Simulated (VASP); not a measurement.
Here is a VASP 6.6.1 calculation.

File INCAR:

```
SYSTEM = CaF2
ALGO     = Normal         ! electronic algorithm
EDIFF    = 1E-6           ! SCF threshold, eV
ENCUT    = 600            ! plane-wave cutoff, eV
GGA      = PE             ! functional
GGA_COMPAT= .False.      
ISIF     = 2              ! what is computed and relaxed
ISMEAR   = 0              ! smearing method
LASPH    = .True.         ! aspherical terms in the spheres
LCHARG   = .False.        ! write CHGCAR
LREAL    = .False.        ! projectors in reciprocal space
LWAVE    = .False.        ! write WAVECAR
NBANDS   = 46             ! bands
NELM     = 120            ! most SCF steps
PREC     = Accurate       ! precision mode
SIGMA    = 0.02           ! smearing width, eV
```

KPOINTS

```
k-points
0
Gamma
  9 9 4
  0 0 0
```

File POSCAR:

```
CaF2
1.0
    3.8676348418     -0.0000000290      0.0000000000
   -1.9338173958      3.3494700401      0.0000000000
    0.0000000000      0.0000000000      9.6193917764
F Ca
6 3
Direct
    0.0000000000      0.0000000000     -0.0005295931
    0.3333333333      0.6666666667      0.1671962597
    0.6666666667      0.3333333333      0.3328037403
    0.0000000000      0.0000000000      0.5005295931
    0.3333333333      0.6666666667      0.6661370736
    0.6666666667      0.3333333333      0.8338629264
    0.6666666667      0.3333333333      0.0833333333
    0.3333333333      0.6666666667      0.4166666667
    0.0000000000      0.0000000000      0.7500000000
```

Potentials or basis: VASP PAW PBE potentials, release 64 (F, Ca_sv).

The run is started by

```sh
$ cat potpaw_PBE.64/F/POTCAR potpaw_PBE.64/Ca_sv/POTCAR > POTCAR
$ mpirun -np 1 vasp_std > vasp.out
```

**Question.** What does it give for the largest force?

**Answer.** 0.003 eV/Å.

**Question.** Estimate the pressure.

**Answer.** 0.7 GPa.

**Question.** What does it give for the band gap on the k mesh?

**Answer.** 7.18 eV.

Stress tensor (GPa, compression positive):
```
1.00 0.00 0.00
0.00 1.00 0.00
0.00 0.00 0.08
```

A k mesh can miss the band edges.
